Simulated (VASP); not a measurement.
Write the native input for VASP 6.6.1 that does the following.

```yaml
Task: relaxation of cell and atoms
Functional: PBE
Potentials_or_basis: VASP PAW PBE potentials, release 64 (Hf_pv, N, O)
Cutoff: 600 eV
k_mesh: 6 × 6 × 2
Occupations: gaussian, width 0.2 eV
Spin: no spin polarisation
Dipole_correction: no
Further_INCAR_settings: ALGO = Normal; EDIFF = 1e-06; IBRION = 2; EDIFFG = -0.08; NSW = 36; ISIF = 3
```

The structure of Hf4N2O lies in POSCAR:

```
Hf4N2O
1.0
    3.2800000000      0.0000000000      0.0000000000
   -1.6400000000      2.8405633200      0.0000000000
    0.0000000000      0.0000000000     11.0500000000
Hf N O
4 2 1
Direct
    0.6666666700      0.3333333300      0.8750000000
    0.6666666700      0.3333333300      0.3750000000
    0.3333333300      0.6666666700      0.1250000000
    0.3333333300      0.6666666700      0.6250000000
    0.0000000000      0.0000000000      0.7500000000
    0.0000000000      0.0000000000      0.2500000000
    0.0000000000      0.0000000000      0.0000000000
```

This cell differs from its parent crystal: with an interstitial atom.

The input as run:

INCAR

```
SYSTEM = Hf4N2O
PREC = Accurate ; ENCUT = 600
EDIFF = 1E-6 ; ISMEAR = 0
SIGMA = 0.2 ; LREAL = .FALSE.
LASPH = .TRUE. ; NELM = 60
ALGO = Normal ; ISIF = 3
LWAVE = .FALSE. ; LCHARG = .FALSE.
GGA = PE ; IBRION = 2
NSW = 36 ; EDIFFG = -0.08
```

KPOINTS

```
regular mesh
0
G
  6 6 2
  0 0 0
```

Potentials or basis: VASP PAW PBE potentials, release 64 (Hf_pv, N, O).

Run with:

```console
$ cat potpaw_PBE.64/Hf_pv/POTCAR potpaw_PBE.64/N/POTCAR potpaw_PBE.64/O/POTCAR > POTCAR
$ mpirun -np 1 vasp_std > vasp.out
```

Results of the run:

```yaml
Relaxed_volume: 13.37 Å³/atom
Relaxed_cell: a = 3.171 Å, b = 3.171 Å, c = 10.748 Å, α = 90.00°, β = 90.00°, γ = 120.00°
Space_group_after_relaxing_to_0.1_Å: P-3m1 (No. 164)
Energy_gained_by_relaxing: 106.6 meV/atom
Ionic_steps: 11
Pressure_after_relaxing: 0.1 GPa
Largest_force_after_relaxing: 0.044 eV/Å
Band_gap_on_the_k_mesh: zero (bands 28 and 29 overlap by 0.77 eV)
```

Caveat: the k points lie up to 0.38 Å⁻¹ apart in the final cell, too coarse for converged energies and pressures of a metal; the cell differs from its parent crystal (with an interstitial atom); spin-orbit coupling is left out, which moves the levels of the heavy elements; the relaxation stopped at a loose force limit of 0.08 eV/Å, so its end isn't a converged minimum.

Run time: 4.7 min on 1 thread of Intel(R) Xeon(R) 6975P-C (Granite Rapids), with other jobs on the host, peak memory 0.3 GiB.
